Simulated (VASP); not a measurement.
Here is a VASP 6.6.1 calculation.

Contents of INCAR:

```
ALGO = Normal
EDIFF = 1E-8
ENCUT = 520
GGA = PE
ISIF = 2
ISMEAR = -1
LASPH = True
LCHARG = False
LEFG = True
LREAL = False
LWAVE = False
NBANDS = 12
NELM = 60
PREC = Accurate
SIGMA = 0.08
```

KPOINTS

```
k-points
0
Gamma
  17 17 17
```

Contents of POSCAR:

```
Ta
1.0
   -1.6289626696      1.6289626696      1.6289626696
    1.6289626696     -1.6289626696      1.6289626696
    1.6289626696      1.6289626696     -1.6289626696
Ta
1
Direct
    0.0000000000      0.0000000000      0.0000000000
```

Potentials or basis: VASP PAW PBE potentials, release 64 (Ta_pv).

Run with:

```console
$ cat potpaw_PBE.64/Ta_pv/POTCAR > POTCAR
$ mpirun -np 1 vasp_std > vasp.out
```

Question: Estimate the pressure.

Answer: 12.5 GPa.

Caveat: without QUAD_EFG the Cq values of the log hold for a quadrupole moment of 1 mb, not for the nuclei.
